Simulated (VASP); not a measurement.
Crystal: Cd3TeO2.

```
CELL_PARAMETERS angstrom
6.70438 0.00000 0.00000
0.00000 6.70438 0.00000
0.00000 0.00000 6.70438
ATOMIC_POSITIONS crystal
Cd 0.00000 0.50000 0.50000
Cd 0.50000 0.00000 0.50000
Cd 0.50000 0.50000 0.00000
Cd 0.00000 0.50000 0.00000
Cd 0.50000 0.00000 0.00000
Cd 0.00000 0.00000 0.50000
Te 0.00000 0.00000 0.00000
Te 0.50000 0.50000 0.50000
O 0.25000 0.25000 0.25000
O 0.75000 0.75000 0.25000
O 0.75000 0.25000 0.75000
O 0.25000 0.75000 0.75000
```

The cell was generated, and may not be a known phase.

- Program: VASP 6.6.1
- Task: relaxation of cell and atoms
- Functional: PBE
- Potentials or basis: VASP PAW PBE potentials, release 64 (Cd, Te, O)
- Cutoff: 600 eV
- k mesh: 4 × 4 × 4
- Occupations: gaussian, width 0.1 eV
- Spin: no spin polarisation

At the start: pressure -8.8 GPa; volume 25.11 Å³/atom.

Problem. Where does the relaxation end?

Solution. Over 3 steps the energy falls by 212.2 meV/atom and the volume is 19.34 Å³/atom (-23.0 %); space group Pn-3m (No. 224, to 0.1 Å) before and after.

Step by step:
```tsv
step	energy change (eV)	largest force (eV/Å)	pressure (GPa)	volume (Å³)
1	0.0000	0.0000	-8.81	301.35
2	-2.3923	0.0000	-3.33	245.08
3	-2.5469	0.0000	-0.29	232.04
```

Final structure:
```
Cd Te O
1.0
     6.14497    0.00000    0.00000
     0.00000    6.14497    0.00000
     0.00000    0.00000    6.14497
Cd Te O
6 2 4
Direct
  0.00000 0.50000 0.50000
  0.50000 0.00000 0.50000
  0.50000 0.50000 0.00000
  0.00000 0.50000 0.00000
  0.50000 0.00000 0.00000
  0.00000 0.00000 0.50000
  0.00000 0.00000 0.00000
  0.50000 0.50000 0.50000
  0.25000 0.25000 0.25000
  0.75000 0.75000 0.25000
  0.75000 0.25000 0.75000
  0.25000 0.75000 0.75000
```

Caveat: the volume moved by over 15 % at a fixed basis, so the end points are rough.
